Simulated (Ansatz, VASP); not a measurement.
# One calculation of ZnS, two programs

Contents of POSCAR:

```
ZnS
1.0
    0.0000000000      2.7084924375      2.7084924375
    2.7084924375      0.0000000000      2.7084924375
    2.7084924375      2.7084924375      0.0000000000
Zn S
1 1
Direct
    0.2500000000      0.2500000000      0.2500000000
    0.0000000000      0.0000000000      0.0000000000
```

Contents of INCAR.step1:

```
PREC = Accurate
ENCUT = 550
ISMEAR = 0
SIGMA = 0.05
LREAL = F
LASPH = T
NELM = 120
NBANDS = 16
GGA = PE
ALGO = Normal
EDIFF = 1E-5
LWAVE = T
LCHARG = F
GGA_COMPAT = F
```

The input INCAR.step2:

```
PREC = Accurate
ENCUT = 550
EDIFF = 1E-6
ISMEAR = 0
SIGMA = 0.05
LREAL = F
LASPH = T
NELM = 120
ALGO = Normal
ISIF = 2
LWAVE = F
LCHARG = F
METAGGA = R2SCAN
LMIXTAU = T
NBANDS = 16
ISTART = 1
GGA_COMPAT = F
```

The input KPOINTS:

```
Automatic mesh
0
Gamma
  6 6 6
```

Input for Ansatz:

```yaml
crystal:
  lattice:
    - [0.0, 2.7084924375, 2.7084924375]
    - [2.7084924375, 0.0, 2.7084924375]
    - [2.7084924375, 2.7084924375, 0.0]
  atoms:
    - { symbol: Zn, position: [0.25, 0.25, 0.25] }
    - { symbol: S, position: [0.0, 0.0, 0.0] }
basis:
  ecutwfc: 500
  ecutrho_ratio: 4
kpoints:
  mp_grid: { grid: [6, 6, 6] }
hamiltonian:
  xc: r2scan
scf:
  occupations: { method: gaussian, width: 0.05 }
output:
  forces: true
  stress: true
  eigenvalues: true
```

Alike in both runs: task single point; functional r2SCAN; k mesh 6 × 6 × 6; occupations gaussian, width 0.05 eV; no spin polarisation.

```csv
,VASP,Ansatz
version,VASP 6.6.1,Ansatz 0.2.0
potentials or method,"VASP PAW PBE potentials, release 64 (Zn, S), cutoff 550 eV","scalar-relativistic, plane waves, PAW"
valence electrons in the cell,18,18
```

VASP gave:

```
gap on the k mesh at the Fermi level (eV) : 2.64
least direct gap on the mesh (eV)         : 2.64
pressure (GPa)                            : -1.2
```

Task: Estimate Ansatz's values.

Result: gap on the k mesh at the Fermi level (eV): 2.63; least direct gap on the mesh (eV): 2.63; pressure (GPa): -1.2.

VASP's potentials were made for PBE, not for r2SCAN. With one functional, cell and mesh, what is left measures potentials, basis and numerics.
